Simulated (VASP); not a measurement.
A run of VASP 6.6.1 is set up as follows.

The input INCAR:

```
PREC = Accurate
ENCUT = 520
EDIFF = 1E-6
ISMEAR = 0
SIGMA = 0.05
LREAL = False
LASPH = True
NELM = 60
ALGO = Normal
ISIF = 2
LWAVE = False
LCHARG = False
GGA = CA
NBANDS = 16
```

KPOINTS

```
regular mesh
0
Gamma
  6 6 6
```

Contents of POSCAR:

```
MgO
1.0
    3.4863778627      0.0000000000      0.0000000000
   -1.7431889314      3.0192917963      0.0000000000
    0.0000000000      0.0000000000      4.1780412200
Mg O
2 2
Direct
    0.6946594926      0.3538255042      0.7500000000
    0.3613261593      0.6871588375      0.2500000000
    0.6666666667      0.3333333333      0.2500000000
    0.3333333333      0.6666666667      0.7500000000
```

Potentials or basis: VASP PAW LDA potentials, release 64 (Mg, O).

Run with:

```sh
$ cat potpaw_LDA.64/Mg/POTCAR potpaw_LDA.64/O/POTCAR > POTCAR
$ mpirun -np 1 vasp_std > vasp.out
```

(1) What does it give for the largest force?

(2) Estimate the pressure.

(3) Estimate the band gap on the k mesh.

Results:

(1) 0.851 eV/Å.

(2) -5.1 GPa.

(3) 3.33 eV, direct.

Caveat: the cell differs from its parent crystal (all Mg atoms moved +0.087 Å, as atom 1 along Cartesian [1 1 0]).
